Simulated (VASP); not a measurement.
# Os: single point with PBE

The system is Os.

```
CELL_PARAMETERS angstrom
-1.54633 1.54633 1.54633
1.54633 -1.54633 1.54633
1.54633 1.54633 -1.54633
ATOMIC_POSITIONS crystal
Os 0.00000 0.00000 0.00000
```

```yaml
Program: VASP 6.6.1
Task: single point
Functional: PBE
Potentials_or_basis: VASP PAW PBE potentials, release 64 (Os)
Cutoff: 520 eV
k_mesh: 14 × 14 × 14
Occupations: fermi-dirac, width 0.1 eV
Spin: no spin polarisation
```

```yaml
Pressure: 0.0 GPa
Band_gap_on_the_k_mesh: zero (band 4 reaches 11.25 eV, above the bottom of band 5 at 7.00 eV)
```

Levels at points of the mesh, in eV from the Fermi level:
| k point | band 1 | band 2 | band 3 | band 4 | band 5 | band 6 | band 7 | band 8 |
| --- | --- | --- | --- | --- | --- | --- | --- | --- |
| (0.00, 0.00, 0.00) | -10.71 | -3.24 | -3.24 | -3.24 | -0.06 | -0.06 | 16.20 | 16.20 |
| (0.50, 0.00, 0.00) | -7.52 | -5.24 | -0.20 | -0.20 | 0.55 | 3.13 | 8.71 | 12.44 |
| (0.50, 0.50, 0.50) | -7.10 | -7.10 | 2.33 | 2.33 | 2.33 | 7.78 | 7.78 | 7.78 |

Run time: 24 s on 1 thread of AMD EPYC 7R13, with other jobs on the host, peak memory 0.11 GiB.

Caveat: spin-orbit coupling is left out, which moves the levels of the heavy elements.
